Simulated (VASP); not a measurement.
# B (Imma) in VASP: notebook, part 2 of 2

VASP 6.6.1. The steps go on from the part before.

## 3. Relaxation of cell and atoms, PBE

The input, INCAR:

```
PREC = Accurate ; ENCUT = 600
EDIFF = 1E-7 ; ISMEAR = 0
SIGMA = 0.1 ; LREAL = False
LASPH = True ; NELM = 80
ALGO = Normal ; ISIF = 3
LWAVE = False ; LCHARG = False
GGA = PE ; IBRION = 2
NSW = 90 ; EDIFFG = -0.04
```

The input, KPOINTS:

```
Automatic mesh
0
Gamma
  8 8 8
```

The input, POSCAR:

```
B
1.0
   -1.4353466200      2.3496585100      2.4126675800
    1.4353466200     -2.3496585100      2.4126675800
    1.4353466200      2.3496585100     -2.4126675800
B
4
Direct
    0.9115308200      0.3404630000      0.5710678200
    0.7306048300      0.6595370000      0.0710678200
    0.0884691800      0.6595370000      0.4289321800
    0.2693951700      0.3404630000      0.9289321800
```

Potentials or basis: VASP PAW PBE potentials, release 64 (B).

Run with:

```
$ cat potpaw_PBE.64/B/POTCAR > POTCAR
$ mpirun -np 1 vasp_std > vasp.out
```

OUTCAR:

```text
PREC = Accurate
   ENCUT = 600
   EDIFF = 1E-7
   ISMEAR = 0
   LREAL = False
   LASPH = True
   NELM = 80
   ISIF = 3
   GGA = PE
   IBRION = 2
   NSW = 90
   EDIFFG = -0.04

 ion  position               nearest neighbor table
   1  0.912  0.340  0.571-   3 1.68   2 1.68   2 1.68   4 1.68
   2  0.731  0.660  0.071-   4 1.68   1 1.68   1 1.68   3 1.68
   3  0.088  0.660  0.429-   1 1.68   4 1.68   4 1.68   2 1.68
   4  0.269  0.340  0.929-   2 1.68   3 1.68   3 1.68   1 1.68

  LATTYP: Found a body centered orthorhombic cell.
 ALAT       =     2.8706932400
 B/A-ratio  =     1.6369972781
 C/A-ratio  =     1.6808954342

  Lattice vectors:

 A1 = (  -1.4353466200,   2.3496585100,   2.4126675800)
 A2 = (   1.4353466200,  -2.3496585100,   2.4126675800)
 A3 = (   1.4353466200,   2.3496585100,  -2.4126675800)

[... 392 lines left out ...]
  band No.  band energies     occupation
      1      -9.4869      2.00000
      2      -0.4683      2.00000
      3      -0.4260      2.00000
      4       0.3567      2.00000
      5       2.9962      2.00000
      6       3.3723      1.99119
      7       3.6886      0.06356
      8       5.0878      0.00000
      9      10.5115      0.00000
     10      10.5944      0.00000
[... 287 lines left out ...]
 k-point    24 :       0.2500    0.3750    0.0000
  band No.  band energies     occupation
      1      -5.9774      2.00000
      2      -3.9412      2.00000
      3      -3.1732      2.00000
      4       0.0440      2.00000
      5       0.5905      2.00000
      6       2.4692      2.00000
      7       3.9871      0.00000
      8       6.0494      0.00000
      9      10.7286      0.00000
     10      12.1916      0.00000

 [... further k-points ...]

------------------------ aborting loop because EDIFF is reached ----------------------------------------

  FORCE on cell =-STRESS in cart. coord.  units (eV):
  Direction    XX          YY          ZZ          XY          YZ          ZX
  --------------------------------------------------------------------------------------
  -------------------------------------------------------------------------------------
  Total        0.0983140     -0.1231531      0.1588623      0.0000000      0.0000000      0.0000000
  in kB        4.4793784     -5.6110923      7.2380734      0.0000000      0.0000000      0.0000000
  external PRESSURE =       2.0354532 kB  Pullay stress =       0.0000000 kB
[... 19 lines left out ...]
  FREE ENERGIE OF THE ION-ELECTRON SYSTEM (eV)
  ---------------------------------------------------
  free  energy   TOTEN  =       -23.3831684743 eV

  energy  without entropy=      -23.3786275622  energy(sigma->0) =      -23.38089802

 reached required accuracy - stopping structural energy minimisation
```

It took 8.1 min on 1 thread of AMD EPYC 7R13, shared host; peak memory 0.15 GiB.

What came out:

* Free energy: -23.3832 eV
* Relaxed volume: 8.79 Å³/atom
* Relaxed cell: a = 3.744 Å, b = 3.744 Å, c = 3.744 Å, α = 133.04°, β = 101.12°, γ = 97.16°
* Space group after relaxing (to 0.1 Å): Imma (No. 74)
* Energy gained by relaxing: 98.8 meV/atom
* Ionic steps: 19
* Pressure after relaxing: 0.2 GPa
* Largest force after relaxing: 0.024 eV/Å
* Band gap on the k mesh: zero (bands 6 and 7 overlap by 4.32 eV)

Forces in eV/Å, atoms in the order of the input:
```
B    0.000 -0.015 -0.019
B    0.000 -0.015  0.019
B    0.000  0.015  0.019
B    0.000  0.015 -0.019
```

Stress tensor (GPa, compression positive):
```
 0.45  0.00  0.00
 0.00 -0.56  0.00
 0.00  0.00  0.72
```

The path:
```
step  energy change (eV)  largest force (eV/Å)  pressure (GPa)  volume (Å³)
   1              0.0000                1.6196           19.94        32.55
   2             -0.2706                0.9531           -4.68        37.54
   3             -0.3394                0.5010            1.58        35.71
   4             -0.3528                0.2435           -1.89        36.41
   5             -0.3577                0.1337           -0.80        36.16
   6             -0.3627                0.1244           -0.44        36.03
   7             -0.3766                0.1081            0.64        35.64
   8             -0.3873                0.0321            2.76        34.85
   9             -0.3895                0.0298            2.22        34.88
  10             -0.3912                0.0260            0.81        34.98
  11             -0.3913                0.0255            1.06        34.96
  12             -0.3919                0.0278            0.83        35.02
  13             -0.3930                0.0563            0.13        35.19
  14             -0.3931                0.0715           -0.19        35.27
  15             -0.3935                0.0516           -0.31        35.30
  16             -0.3939                0.0065           -0.57        35.37
  17             -0.3944                0.0112           -0.30        35.31
  18             -0.3948                0.0334            0.25        35.19
  19             -0.3953                0.0242            0.20        35.16
```

Final structure:
```
CELL_PARAMETERS angstrom
-1.49186 2.37875 2.47726
1.49186 -2.37875 2.47726
1.49186 2.37875 -2.47726
ATOMIC_POSITIONS crystal
B 0.88315 0.33503 0.54812
B 0.71310 0.66497 0.04812
B 0.11685 0.66497 0.45188
B 0.28690 0.33503 0.95188
```
